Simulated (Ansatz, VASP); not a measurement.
# PbS in VASP and in Ansatz

```
Pb S
1.0
     2.95027   -2.90963    0.00000
     2.95027    2.90963    0.00000
    -1.08364    0.00000   11.74819
Pb S
2 2
Direct
  0.77560 0.77560 0.63638
  0.22440 0.22440 0.36362
  0.26840 0.26840 0.59860
  0.73160 0.73160 0.40140
```

Change from the starting cell: volume scaled by 1.01, crystal datasets.

Alike in both runs: task electric field gradients; functional PBE; k mesh 7 × 7 × 3; occupations fermi-dirac, width 0.01 eV; no spin polarisation.

```csv
,VASP,Ansatz
version,VASP 6.6.1,Ansatz 0.2.0
potentials or method,"VASP PAW PBE potentials, release 64 (Pb_d, S), cutoff 400 eV","all-electron PAW with datasets made for the crystal, scalar-relativistic"
```

Ansatz gave:

* gap on the k mesh at the Fermi level (eV): 1.29
* rms of the force components (eV/Å): 0.197
* size of Vzz on the site where it differs most (V/Å²): 124.8

Problem. Which values does VASP return?

Solution. gap on the k mesh at the Fermi level (eV): 1.28; rms of the force components (eV/Å): 0.199; size of Vzz on the site where it differs most (V/Å²): 132.4.

Atom by atom the forces differ by 0.002 eV/Å (rms over components). Ansatz ran all-electron here, and VASP with PAW potentials.

Spin-orbit coupling is off throughout.
